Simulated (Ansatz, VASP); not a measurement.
Nb2H3 in VASP and in Ansatz

```
Nb H
1.0
     3.06645    0.00000    0.00000
    -1.53323    2.65563    0.00000
     0.00000    0.00000    5.37409
Nb H
2 3
Direct
  0.33333 0.66667 0.23399
  0.66667 0.33333 0.76601
  0.00000 0.00000 0.00000
  0.33333 0.66667 0.60712
  0.66667 0.33333 0.39288
```

Alike in both runs: functional r2SCAN; k mesh 6 × 6 × 4; occupations gaussian, width 0.1 eV; no spin polarisation.

Ansatz relaxed the structure, and its values are those at the end. VASP's run is a single point on that final structure, the one shown.

|  | VASP | Ansatz |
| --- | --- | --- |
| version | VASP 6.6.1 | Ansatz 0.2.0 |
| potentials or method | VASP PAW PBE potentials, release 64 (Nb_sv, H), cutoff 520 eV | scalar-relativistic, plane waves, PAW |
| valence electrons in the cell | 29 | 29 |

|  | VASP | Ansatz | Ansatz less VASP |
| --- | --- | --- | --- |
| gap on the k mesh at the Fermi level (eV) | none | none | - |
| pressure (GPa) | -0.3 | 0.0 | +0.29 |

VASP's potentials were made for PBE, not for r2SCAN. A gap of «none» marks a metal or a gap that the smearing closes.

The k mesh is coarse, so the values compare programs but aren't converged.
